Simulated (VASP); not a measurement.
Tl3VSe4, 8 atoms in the cell. Symmetry: I-43m, No. 217, cubic system. Conventional cell: a = 7.828 Å, b = 7.828 Å, c = 7.828 Å, α = 90.00°, β = 90.00°, γ = 90.00°. V (site symmetry -43m) has 4 Se at 2.28 Å within 3.0 Å. Tl (site symmetry -42m) has 8 Se at 3.20 to 3.90 Å and 2 V at 3.91 Å and 4 Tl at 3.91 Å within 4.2 Å. Within 3.0 Å of Se (site symmetry 3m) lie 1 V at 2.28 Å. 

- Program: VASP 6.6.1
- Task: single point
- Functional: r2SCAN
- Potentials or basis: VASP PAW PBE potentials, release 64 (V_sv, Tl_d, Se)
- Cutoff: 520 eV
- k mesh: 6 × 6 × 6
- Occupations: gaussian, width 0.02 eV
- Spin: no spin polarisation
- Dipole correction: no
- Further INCAR settings: ALGO = Normal; EDIFF = 1e-06; NBANDS = 48

Potentials or basis: VASP PAW PBE potentials, release 64 (V_sv, Tl_d, Se).

Launch:

```bash
$ cat potpaw_PBE.64/V_sv/POTCAR potpaw_PBE.64/Tl_d/POTCAR potpaw_PBE.64/Se/POTCAR > POTCAR
$ cp INCAR.step1 INCAR
$ mpirun -np 1 vasp_std > vasp.out
$ cp INCAR.step2 INCAR
$ mpirun -np 1 vasp_std > vasp.out
```

Hardware: 1 thread of Intel(R) Xeon(R) Platinum 8488C (Sapphire Rapids) (shared host).

Problem. Estimate the wall time of this run.

Solution. It took 9.9 min on 1 thread of Intel(R) Xeon(R) Platinum 8488C (Sapphire Rapids), with other jobs on the host, peak memory 0.47 GiB. Counts: k points 16.
